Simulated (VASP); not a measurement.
# B8P9 (a cell with a defect) in VASP: a series of runs, part 2 of 2

VASP 6.6.1. The steps go on from the part before.

### 3 Relaxation of the atoms, PBE

Input file INCAR:

```
SYSTEM = B8P9
ALGO = Normal
EDIFF = 1E-7
EDIFFG = -0.025
ENCUT = 520
GGA = PE
IBRION = 2
ISIF = 2
ISMEAR = 0
LASPH = .TRUE.
LCHARG = .FALSE.
LREAL = Auto
LWAVE = .FALSE.
NELECT = 68.0
NELM = 80
NSW = 65
PREC = Accurate
SIGMA = 0.01
```

Input file KPOINTS:

```
k-points
0
G
  3 3 3
  0 0 0
```

Input file POSCAR:

```
B8P9
1.0
    0.0000000000      4.5481927936     -4.5481927936
    4.5481927936      4.5481927936      0.0000000000
    4.5481927936      0.0000000000     -4.5481927936
B P
8 9
Direct
    0.4963335618      0.4963335618      0.0036664382
    0.4963335618      0.0036664382      0.0036664382
    1.0036664382      0.4963335618      0.0036664382
    1.0000000000      0.0000000000      0.0000000000
    0.5000000000      0.5000000000      0.5000000000
    0.4963335618      0.0036664382      0.4963335618
    1.0036664382      0.4963335618      0.4963335618
    1.0036664382      0.0036664382      0.4963335618
    0.3757362075      0.3757362075      0.3757362075
    0.3757362075      0.8727913776      0.3757362075
    0.8727913776      0.3757362075      0.3757362075
    0.8848394992      0.8848394992      0.3454815023
    0.3757362075      0.3757362075      0.8727913776
    0.3454815023      0.8848394992      0.8848394992
    0.8848394992      0.3454815023      0.8848394992
    0.8848394992      0.8848394992      0.8848394992
    0.7500000000      0.7500000000      0.7500000000
```

Potentials or basis: VASP PAW PBE potentials, release 64 (B, P).

Started as:

```sh
$ cat potpaw_PBE.64/B/POTCAR potpaw_PBE.64/P/POTCAR > POTCAR
$ mpirun -np 1 vasp_std > vasp.out
```

OUTCAR:

```text
SYSTEM = B8P9
   EDIFF = 1E-7
   EDIFFG = -0.025
   ENCUT = 520
   GGA = PE
   IBRION = 2
   ISIF = 2
   ISMEAR = 0
   LASPH = .TRUE.
   LREAL = Auto
   NELECT = 68.0
   NELM = 80
   NSW = 65
   PREC = Accurate

 ion  position               nearest neighbor table
   1  0.496  0.496  0.004-  13 1.95   9 1.95  14 2.04  15 2.04  17 2.31
   2  0.496  0.004  0.004-  10 1.95  13 1.95  16 2.04  14 2.04  17 2.31
   3  0.004  0.496  0.004-  11 1.95  13 1.95  16 2.04  15 2.04  17 2.31
   4  0.000  0.000  0.000-  12 1.81  14 1.81  15 1.81  16 1.81
   5  0.500  0.500  0.500-   9 1.96  10 1.96  11 1.96  13 1.96
   6  0.496  0.004  0.496-  10 1.95   9 1.95  12 2.04  14 2.04  17 2.31
   7  0.004  0.496  0.496-  11 1.95   9 1.95  12 2.04  15 2.04  17 2.31
   8  0.004  0.004  0.496-  10 1.95  11 1.95  16 2.04  12 2.04  17 2.31
   9  0.376  0.376  0.376-   1 1.95   6 1.95   7 1.95   5 1.96
  10  0.376  0.873  0.376-   6 1.95   2 1.95   8 1.95   5 1.96
  11  0.873  0.376  0.376-   7 1.95   3 1.95   8 1.95   5 1.96
  12  0.885  0.885  0.345-   4 1.81   6 2.04   7 2.04   8 2.04  17 2.12
  13  0.376  0.376  0.873-   1 1.95   2 1.95   3 1.95   5 1.96
  14  0.345  0.885  0.885-   4 1.81   6 2.04   1 2.04   2 2.04  17 2.12
  15  0.885  0.345  0.885-   4 1.81   1 2.04   7 2.04   3 2.04  17 2.12
  16  0.885  0.885  0.885-   4 1.81   3 2.04   2 2.04   8 2.04  17 2.12
  17  0.750  0.750  0.750-  16 2.12  14 2.12  15 2.12  12 2.12   7 2.31   8 2.31   1 2.31   2 2.31
                             3 2.31   6 2.31

  LATTYP: Found a face centered cubic cell.
 ALAT       =     9.0963855872

  Lattice vectors:

 A1 = (   0.0000000000,   4.5481927936,  -4.5481927936)
 A2 = (   4.5481927936,   4.5481927936,   0.0000000000)
 A3 = (   4.5481927936,   0.0000000000,  -4.5481927936)

Analysis of symmetry for initial positions (statically):
=====================================================================
 Subroutine PRICEL returns:
 Original cell was already a primitive cell.

 Routine SETGRP: Setting up the symmetry group for a
 face centered cubic supercell.

 Subroutine GETGRP returns: Found 24 space group operations
 (whereof 24 operations were pure point group operations)
 out of a pool of 48 trial point group operations.

[... 133 lines left out ...]
   PSTRESS=    0.0 pullay stress
   NELECT =      68.0000    total number of electrons
   NUPDOWN=      -1.0000    fix difference up-down
   EMIN   =  10.00;   EMAX   =-10.00  energy-range for DOS
   EFERMI =   0.00;   METHOD = LEGACY
   ISMEAR =     0;   SIGMA  =   0.01  broadening in eV -4-tet -1-fermi 0-gaus
   EFERMI_NEDOS =   21; number of points for ismear=-14 and -15
   IALGO  =     38    algorithm
   IMIX   =      4    mixing-type and parameters
     AMIX     =   0.40;   BMIX     =  1.00
     AMIX_MAG =   1.60;   BMIX_MAG =  1.00
  volume/ion in A,a.u.               =      11.07        74.70
  Fermi-wavevector in a.u.,A,eV,Ry     =   1.166082  2.203575 18.500471  1.359746
  Thomas-Fermi vector in A             =   2.302599
   LORBIT       =      0    0 simple, 1 ext, 2 COOP (PROOUT), +10 PAW based schemes
   GGA     = PE    functional components
   LHFCALC =     F    Hartree Fock is set to
   AEXX    =    0.0000 exact exchange contribution
   IVDW    =     0    specifies the selected vdW correction
   LEPSILON=     F    determine dielectric tensor
   LRPA    =     F    only Hartree local field effects (RPA)
 conjugate gradient relaxation of ions
 non-spin polarized calculation
 Gauss-broadening in eV      SIGMA  =   0.01
  energy-cutoff  :      520.00
  volume of cell :      188.17
 maximum number of plane-waves:      5066
   NGX = 23   NGY = 23   NGZ = 23

--------------------------------------- Ionic step        1  -------------------------------------------

 number of electron      67.9999999 magnetization

 Free energy of the ion-electron system (eV)
  ---------------------------------------------------
  ext. energy  EPLUGINS =         0.00000000
  ---------------------------------------------------
  free energy    TOTEN  =      -107.78198064 eV

  energy without entropy =     -107.77863729  energy(sigma->0) =     -107.78030897

------------------------ aborting loop because EDIFF is reached ----------------------------------------

  FORCE on cell =-STRESS in cart. coord.  units (eV):
  Direction    XX          YY          ZZ          XY          YZ          ZX
  --------------------------------------------------------------------------------------
  -------------------------------------------------------------------------------------
  Total        4.9947764      4.9947764      4.9947764      0.0000000      0.0000000      0.0000000
  in kB       42.5284972     42.5284972     42.5284972      0.0000000      0.0000000      0.0000000
  external PRESSURE =      42.5284972 kB  Pullay stress =       0.0000000 kB
[... 140 lines left out ...]
--------------------------------------- Ionic step        4  -------------------------------------------

 number of electron      67.9999999 magnetization

 Free energy of the ion-electron system (eV)
  ---------------------------------------------------
  ext. energy  EPLUGINS =         0.00000000
  ---------------------------------------------------
  free energy    TOTEN  =      -107.79159126 eV

  energy without entropy =     -107.78824791  energy(sigma->0) =     -107.78991958

 E-fermi :   9.2981     XC(G=0): -11.1905

 val. band max:        9.2980930879   @ k =   0.3333   0.0000   0.0000
 cond. band min:       9.2980931290   @ k =   0.3333   0.0000   0.0000
 fundamental gap:      0.0000000411
 Fermi energy:         9.2980931084

 k-point     1 :       0.0000    0.0000    0.0000
  band No.  band energies     occupation
      1      -8.6717      2.00000
      2      -5.1859      2.00000
      3      -4.6120      2.00000
      4      -4.6120      2.00000
      5      -4.6120      2.00000
      6      -3.7774      2.00000
[... 217 lines left out ...]
  FREE ENERGIE OF THE ION-ELECTRON SYSTEM (eV)
  ---------------------------------------------------
  free  energy   TOTEN  =      -107.7915912568 eV

  energy  without entropy=     -107.7882479111  energy(sigma->0) =     -107.78991958

 reached required accuracy - stopping structural energy minimisation
```

OSZICAR:

```text
N       E                     dE             d eps       ncg     rms          rms(c)
DAV:   1     0.235833131570E+03    0.23583E+03   -0.31364E+04   344   0.143E+03
DAV:   2    -0.912697061093E+02   -0.32710E+03   -0.31579E+03   423   0.236E+02
DAV:   3    -0.112218551680E+03   -0.20949E+02   -0.20693E+02   456   0.563E+01
[... 33 lines left out ...]
DAV:   2    -0.107791613040E+03   -0.10446E-03   -0.33394E-03   440   0.279E-01    0.550E-02
DAV:   3    -0.107791593328E+03    0.19712E-04   -0.17228E-04   432   0.576E-02    0.279E-02
DAV:   4    -0.107791591097E+03    0.22308E-05   -0.32235E-05   437   0.242E-02    0.122E-02
DAV:   5    -0.107791591326E+03   -0.22838E-06   -0.52038E-06   445   0.962E-03    0.421E-03
DAV:   6    -0.107791591257E+03    0.68737E-07   -0.84995E-07   397   0.406E-03
   4 F= -.10779159E+03 E0= -.10778992E+03  d E =-.148242E-02
```

Run time: 4.3 min. Hardware: 1 thread of AMD EPYC 7R13, shared host; peak memory 0.3 GiB.

What came out:

- Free energy: -107.7916 eV
- Energy gained by relaxing: 0.6 meV/atom
- Ionic steps: 4
- Largest force after relaxing: 0.023 eV/Å

Forces on the atoms (eV/Å):
```
B    0.000 -0.011  0.000
B    0.011  0.000  0.000
B    0.000  0.000 -0.011
B    0.000  0.000  0.000
B    0.000  0.000  0.000
B    0.000  0.000  0.011
B   -0.011  0.000  0.000
B    0.000  0.011  0.000
P   -0.014 -0.014  0.014
P    0.014  0.014  0.014
P   -0.014  0.014 -0.014
P   -0.001  0.001  0.001
P    0.014 -0.014 -0.014
P    0.001 -0.001  0.001
P   -0.001 -0.001 -0.001
P    0.001  0.001 -0.001
P    0.000  0.000  0.000
```

Step by step:
| step | energy change (eV) | largest force (eV/Å) | pressure (GPa) |
| --- | --- | --- | --- |
| 1 | 0.0000 | 0.3083 | 4.25 |
| 2 | -0.0061 | 0.2312 | 4.42 |
| 3 | -0.0081 | 0.0898 | 4.36 |
| 4 | -0.0096 | 0.0234 | 4.39 |

Final structure:
```xyz
17
Lattice="0.0000 4.5482 -4.5482 4.5482 4.5482 0.0000 4.5482 0.0000 -4.5482" Properties=species:S:1:pos:R:3 pbc="T T T"
B     2.2741    4.5063   -2.2741
B     0.0418    2.2741   -2.2741
B     2.2741    2.2741   -0.0418
B     4.5482    4.5482    0.0000
B     4.5482    4.5482   -4.5482
B     2.2741    2.2741   -4.5063
B     4.5063    2.2741   -2.2741
B     2.2741    0.0418   -2.2741
P     3.4204    3.4204   -3.4204
P     5.6760    5.6760   -3.4204
P     3.4204    5.6760   -5.6760
P     5.6010    8.0436   -5.6010
P     5.6760    3.4204   -5.6760
P     8.0436    5.6010   -5.6010
P     5.6010    5.6010   -8.0436
P     8.0436    8.0436   -8.0436
P     6.8223    6.8223   -6.8223
```

Caveat: the k points lie up to 0.40 Å⁻¹ apart; the cell carries a net charge on a neutralising background, which shifts energy and pressure; the cell is charged against a uniform background, so pressure and absolute levels hang on convention.
